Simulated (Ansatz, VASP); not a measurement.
**One calculation of Mn, two programs**

```xyz
1
Lattice="-1.3982 1.3982 1.3982 1.3982 -1.3982 1.3982 1.3982 1.3982 -1.3982" Properties=species:S:1:pos:R:3 pbc="T T T"
Mn    0.0000    0.0000    0.0000
```

Alike in both runs: task single point; functional PBE; k mesh 20 × 20 × 20; occupations gaussian, width 0.05 eV; collinear spin.

|  | VASP | Ansatz |
| --- | --- | --- |
| version | VASP 6.6.1 | Ansatz 0.2.0 |
| potentials or method | VASP PAW PBE potentials, release 64 (Mn_pv), cutoff 520 eV | scalar-relativistic, plane waves, PAW |
| valence electrons in the cell | 13 | 15 |

|  | VASP | Ansatz | Ansatz less VASP |
| --- | --- | --- | --- |
| gap on the k mesh at the Fermi level (eV) | none | none | - |
| pressure (GPa) | -4.5 | 0.0 | +4.53 |
| net moment per atom (μB) | 0.00 | 0.86 | +0.856 |
| size of the moment on the site where the two differ most (μB) | 0.00 | 0.85 | +0.851 |

The net moments are unlike, so the other rows may belong to different states. Site moments also hang on the region over which each program counts them. A gap of «none» marks a metal or a gap that the smearing closes. VASP's potentials hold 13 valence electrons a cell and Ansatz's 15, so a difference there can come from the potentials and not from the codes.
